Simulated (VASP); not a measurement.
Crystal: SiB6.

```
Si B
1.0
     3.42862    0.00000    0.00000
    -1.71431    2.96927    0.00000
     0.00000    0.00000    6.84678
Si B
1 6
Direct
  0.00000 0.00000 0.34907
  0.50000 0.00000 0.33201
  0.00000 0.50000 0.33201
  0.50000 0.50000 0.33201
  0.33333 0.66667 0.64956
  0.66667 0.33333 0.64956
  0.00000 0.00000 0.94066
```

The cell was built from a structure type or drawn by symmetry, and may not be a known phase.

* Program: VASP 6.6.1
* Task: relaxation of cell and atoms
* Functional: PBE
* Potentials or basis: VASP PAW PBE potentials, release 64 (Si, B)
* Cutoff: 600 eV
* k mesh: 6 × 6 × 4
* Occupations: gaussian, width 0.1 eV
* Spin: no spin polarisation

At the start: pressure 34.8 GPa; volume 9.96 Å³/atom.

Q: Where does the relaxation end?

A: Over 55 steps the energy falls by 1539.0 meV/atom and the volume is 9.44 Å³/atom (-5.2 %); space group P6mm (No. 183, to 0.1 Å) before and after.

Step by step:
| step | energy change (eV) | largest force (eV/Å) | pressure (GPa) | volume (Å³) |
| --- | --- | --- | --- | --- |
| 1 | 0.0000 | 0.9163 | 34.83 | 69.70 |
| 3 | -2.0731 | 0.3468 | -3.67 | 83.40 |
| 5 | -2.3335 | 0.8688 | -4.50 | 81.12 |
| 7 | -4.0407 | 6.9713 | 22.77 | 55.82 |
| 9 | -4.6575 | 3.2138 | 3.79 | 61.78 |
| 11 | -4.9863 | 3.8816 | 9.82 | 58.64 |
| 13 | -5.8383 | 2.6007 | -1.96 | 60.83 |
| 15 | -6.1835 | 3.0689 | -4.32 | 60.98 |
| 17 | -6.8273 | 1.6418 | -5.38 | 56.90 |
| 19 | -7.4433 | 0.9378 | 3.58 | 54.61 |
| 21 | -7.7344 | 1.9955 | 2.63 | 54.62 |
| 23 | -9.2512 | 4.2586 | 28.25 | 54.05 |
| 25 | -9.1505 | 4.3726 | 32.41 | 53.84 |
| 27 | -9.3133 | 4.0307 | 31.88 | 54.65 |
| 29 | -9.4951 | 3.2572 | 29.56 | 56.20 |
| 31 | -10.2465 | 2.0614 | 10.48 | 60.07 |
| 33 | -10.4737 | 1.5712 | -3.86 | 64.28 |
| 35 | -10.6163 | 0.7051 | -2.41 | 63.91 |
| 37 | -10.6747 | 0.3840 | 0.15 | 63.44 |
| 39 | -10.7175 | 0.2075 | -0.31 | 63.40 |
| 41 | -10.7225 | 0.3859 | -0.43 | 63.38 |
| 43 | -10.7352 | 0.2834 | 0.94 | 63.02 |
| 45 | -10.7475 | 0.0405 | -0.65 | 64.01 |
| 47 | -10.7617 | 0.1430 | 0.99 | 64.32 |
| 49 | -10.7681 | 0.1373 | 0.84 | 65.10 |
| 51 | -10.7704 | 0.0879 | -0.04 | 65.93 |
| 53 | -10.7728 | 0.0567 | -0.44 | 66.22 |
| 55 | -10.7732 | 0.0313 | 0.06 | 66.08 |

Final structure:
```cif
data_structure
_symmetry_space_group_name_H-M 'P 1'
_symmetry_Int_Tables_number 1
_cell_length_a 3.2367
_cell_length_b 3.2367
_cell_length_c 7.2835
_cell_angle_alpha 90.000
_cell_angle_beta 90.000
_cell_angle_gamma 120.000
_cell_volume 66.08
loop_
_atom_site_label
_atom_site_type_symbol
_atom_site_fract_x
_atom_site_fract_y
_atom_site_fract_z
_atom_site_occupancy
Si1 Si 0.00000 0.00000 0.14369 1
B1 B 0.50000 0.00000 0.34114 1
B2 B 0.00000 0.50000 0.34114 1
B3 B 0.50000 0.50000 0.34114 1
B4 B 0.33333 0.66667 0.77585 1
B5 B 0.66667 0.33333 0.77585 1
B6 B 0.00000 0.00000 0.86604 1
```

Caveat: this functional lacks dispersion, which binds the layers, so the pressure and a relaxed spacing across them are unreliable.
